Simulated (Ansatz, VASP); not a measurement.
Two plane-wave programs on AlGa2

```xyz
3
Lattice="3.5214 0.0000 0.0000 -1.7607 3.0496 0.0000 0.0000 0.0000 5.8991" Properties=species:S:1:pos:R:3 pbc="T T T"
Al    0.0000    0.0000    0.0000
Ga    0.0000    0.0000    2.0500
Ga    0.0000    0.0000    3.8491
```

Alike in both runs: task single point; functional PBE; k mesh 6 × 6 × 4; occupations gaussian, width 0.1 eV; no spin polarisation.

|  | VASP | Ansatz |
| --- | --- | --- |
| version | VASP 6.6.1 | Ansatz 0.2.0 |
| potentials or method | VASP PAW PBE potentials, release 64 (Al, Ga_d), cutoff 520 eV | scalar-relativistic, plane waves, PAW |
| valence electrons in the cell | 29 | 29 |

```csv
,VASP,Ansatz,Ansatz less VASP
gap on the k mesh at the Fermi level (eV),none,none,-
rms of the force components (eV/Å),5.236,4.751,-0.4850
```

Atom by atom the forces differ by 0.485 eV/Å (rms over components). A gap of «none» marks a metal or a gap that the smearing closes.
